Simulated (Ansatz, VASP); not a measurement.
PtSe2: VASP beside Ansatz

```
CELL_PARAMETERS angstrom
3.76072 0.00000 0.00000
-1.88036 3.25688 0.00000
0.00000 0.00000 5.08216
ATOMIC_POSITIONS crystal
Pt 0.00000 0.00000 0.00000
Se 0.33333 0.66667 0.26068
Se 0.66667 0.33333 0.73932
```

Change from the starting cell: strain +0.0450 x Voigt [0, 0, 1, 0, 0, 0], atoms carried along.

Alike in both runs: task single point; functional PBEsol; k mesh 12 × 12 × 10; occupations gaussian, width 0.15 eV; no spin polarisation.

```csv
,VASP,Ansatz
version,VASP 6.6.1,Ansatz 0.2.0
potentials or method,"VASP PAW PBE potentials, release 64 (Pt, Se), cutoff 520 eV","scalar-relativistic, plane waves, PAW"
valence electrons in the cell,22,50
```

|  | VASP | Ansatz | Ansatz less VASP |
| --- | --- | --- | --- |
| gap on the k mesh at the Fermi level (eV) | none | none | - |
| pressure (GPa) | -4.1 | -4.1 | -0.04 |
| traceless stress, the component that is largest in VASP (GPa) | -0.74 | -0.72 | +0.022 |
| rms of the force components (eV/Å) | 0.249 | 0.254 | +0.0052 |

VASP's potentials were made for PBE, not for PBEsol. Atom by atom the forces differ by 0.005 eV/Å (rms over components). A gap of «none» marks a metal or a gap that the smearing closes. VASP's potentials hold 22 valence electrons a cell and Ansatz's 50, so a difference there can come from the potentials and not from the codes.

Spin-orbit coupling is off throughout.
